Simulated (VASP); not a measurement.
A run of VASP 6.6.1 is set up as follows.

Contents of INCAR:

```
PREC = Accurate
ENCUT = 520
EDIFF = 1E-8
ISMEAR = -1
SIGMA = 0.05
LREAL = False
LASPH = True
NELM = 80
ALGO = Normal
ISIF = 2
LWAVE = False
LCHARG = False
GGA = PE
LEFG = True
NBANDS = 9
```

The input KPOINTS:

```
Automatic mesh
0
Gamma
  12 12 7
```

The input POSCAR:

```
Mg
1.0
    3.2092715325      0.0160463577      0.0160463577
   -1.5907392128      2.7712874960      0.0058733745
    0.0260516500      0.0260516500      5.2103300000
Mg
2
Direct
    0.3333333333      0.6666666667      0.2500000000
    0.6666666667      0.3333333333      0.7500000000
```

Potentials or basis: VASP PAW PBE potentials, release 64 (Mg).

The run is started by

```bash
$ cat potpaw_PBE.64/Mg/POTCAR > POTCAR
$ mpirun -np 1 vasp_std > vasp.out
```

Problem. Estimate the largest force.

Solution. 0.007 eV/Å.

Problem. Predict the band gap on the k mesh.

Solution. Zero (band 2 reaches 3.57 eV, above the bottom of band 3 at 1.33 eV).

Problem. Estimate the pressure.

Solution. -0.6 GPa.

Forces in eV/Å, atoms in the order of the input:
```
Mg  -0.007  0.000  0.000
Mg   0.007  0.000  0.000
```

Caveat: the cell differs from its parent crystal (equal xy, yz and zx shear strains of +1 %); without QUAD_EFG the Cq values of the log hold for a quadrupole moment of 1 mb, not for the nuclei.
